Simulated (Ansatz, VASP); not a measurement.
## W: VASP beside Ansatz

INCAR

```
PREC = Accurate
ENCUT = 520
EDIFF = 1E-6
ISMEAR = 0
SIGMA = 0.15
LREAL = False
LASPH = True
NELM = 100
ALGO = Fast
ISIF = 2
LWAVE = False
LCHARG = False
GGA = PS
NBANDS = 13
```

Contents of KPOINTS:

```
regular mesh
0
Gamma
  20 20 20
```

POSCAR

```
W
1.0
   -1.5374012500      1.5973000000      1.5374012500
    1.6571987500     -1.5973000000      1.6571987500
    1.5374012500      1.5973000000     -1.5374012500
W
1
Direct
    0.0000000000      0.0000000000      0.0000000000
```

Input for Ansatz:

```yaml
crystal:
  lattice:
    - [-1.53740125, 1.5973, 1.53740125]
    - [1.65719875, -1.5973, 1.65719875]
    - [1.53740125, 1.5973, -1.53740125]
  atoms:
    - { symbol: W, position: [0.0, 0.0, 0.0] }
basis:
  ecutwfc: 420
kpoints:
  mp_grid: { grid: [20, 20, 20] }
hamiltonian:
  xc: pbesol
scf:
  occupations: { method: gaussian, width: 0.15 }
output:
  forces: true
  stress: true
  eigenvalues: true
```

Change from the starting cell: strain +0.0750 x Voigt [0, 0, 0, 0, 1, 0], atoms carried along.

Alike in both runs: task single point; functional PBEsol; k mesh 20 × 20 × 20; occupations gaussian, width 0.15 eV; no spin polarisation.

|  | VASP | Ansatz |
| --- | --- | --- |
| version | VASP 6.6.1 | Ansatz 0.2.0 |
| potentials or method | VASP PAW PBE potentials, release 64 (W_sv), cutoff 520 eV | scalar-relativistic, plane waves, PAW |
| valence electrons in the cell | 14 | 14 |

|  | VASP | Ansatz | Ansatz less VASP |
| --- | --- | --- | --- |
| gap on the k mesh at the Fermi level (eV) | none | none | - |
| pressure (GPa) | -9.6 | -10.1 | -0.48 |
| traceless stress, the component that is largest in VASP (GPa) | -10.38 | -10.22 | +0.166 |

VASP's potentials were made for PBE, not for PBEsol. A gap of «none» marks a metal or a gap that the smearing closes. The functional is the same, so the differences come from potentials, cutoffs and numerics.

Neither program's run includes spin-orbit coupling.
